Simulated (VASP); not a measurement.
**Al2Cu: single point with r2SCAN**

The system is Al2Cu.

```
Al Cu
1.0
    -1.96654    1.96654    2.90999
     1.96654   -1.96654    2.90999
     1.96654    1.96654   -2.90999
Al Cu
2 1
Cartesian
  0.0000 1.9665 1.4550
  1.9665 0.0000 1.4550
  0.0000 0.0000 2.9100
```

This cell differs from its parent crystal: strain -0.030 along x and y, +0.015 along z.

```
Program                : VASP 6.6.1
Task                   : single point
Functional             : r2SCAN
Potentials or basis    : VASP PAW PBE potentials, release 64 (Al, Cu)
Cutoff                 : 520 eV
k mesh                 : 16 × 16 × 16
Occupations            : gaussian, width 0.15 eV
Spin                   : no spin polarisation
Dipole correction      : no
Further INCAR settings : ALGO = Normal; EDIFF = 1e-06; NBANDS = 16
```

The pressure is 5.3 GPa and the band gap on the k mesh is zero (an odd number of electrons rules out a gap without spin polarisation).

Stress tensor (GPa, compression positive):
```
7.03 0.00 0.00
0.00 7.03 0.00
0.00 0.00 1.93
```

Levels at points of the mesh, in eV from the Fermi level:
```csv
k point,band 7,band 8,band 9,band 10,band 11,band 12
"(0.00, 0.00, 0.00)",2.78,3.11,3.11,3.17,3.17,3.65
"(0.50, 0.00, 0.00)",-4.22,0.37,0.84,2.97,3.36,4.75
"(0.50, 0.50, 0.00)",-3.97,-2.50,-2.15,0.57,1.67,9.57
"(0.50, 0.50, 0.50)",-4.14,-1.99,-1.99,1.17,1.93,9.60
```

Wall time 29 min on 1 thread of Oxide Virtual Turin-like Processor (shared host), peak memory 0.34 GiB.

Caveat: the cell differs from its parent crystal (strain -0.030 along x and y, +0.015 along z); the stress differs along the axes, from 2 to 7 GPa; the PAW data sets were made with another functional, which shifts forces and pressure a little.
